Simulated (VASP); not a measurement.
Here is a VASP 6.6.1 calculation.

INCAR

```
ALGO = Normal
EDIFF = 1E-6
ENCUT = 520
GGA = PE
ISIF = 2
ISMEAR = 0
LASPH = T
LCHARG = T
LELF = T
LREAL = F
LVHAR = T
LWAVE = F
NBANDS = 24
NELM = 80
PREC = Accurate
SIGMA = 0.1
```

Contents of KPOINTS:

```
k-points
0
Gamma
  6 6 4
```

POSCAR

```
TaN
1.0
    3.1514111810      0.0000000030      0.0000000000
   -1.5757055931      2.7292021390      0.0000000000
    0.0000000000      0.0000000000      6.1029218168
Ta N
2 2
Direct
    0.3333333333      0.6666666667      0.0306213540
    0.6666666667      0.3333333333      0.5306213540
    0.3333333333      0.6666666667      0.3543786360
    0.6666666667      0.3333333333      0.8543786360
```

Potentials or basis: VASP PAW PBE potentials, release 64 (Ta_pv, N).

Launch:

```bash
$ cat potpaw_PBE.64/Ta_pv/POTCAR potpaw_PBE.64/N/POTCAR > POTCAR
$ mpirun -np 1 vasp_std > vasp.out
```

(1) What does it give for the pressure?

(2) Estimate the largest force.

(3) Estimate the band gap on the k mesh.

Answers

(1) 0.6 GPa.

(2) 0.030 eV/Å.

(3) zero (band 16 reaches 6.63 eV, above the bottom of band 17 at 6.50 eV).

Caveat: the k points lie up to 0.38 Å⁻¹ apart; spin-orbit coupling is left out, which moves the levels of the heavy elements.
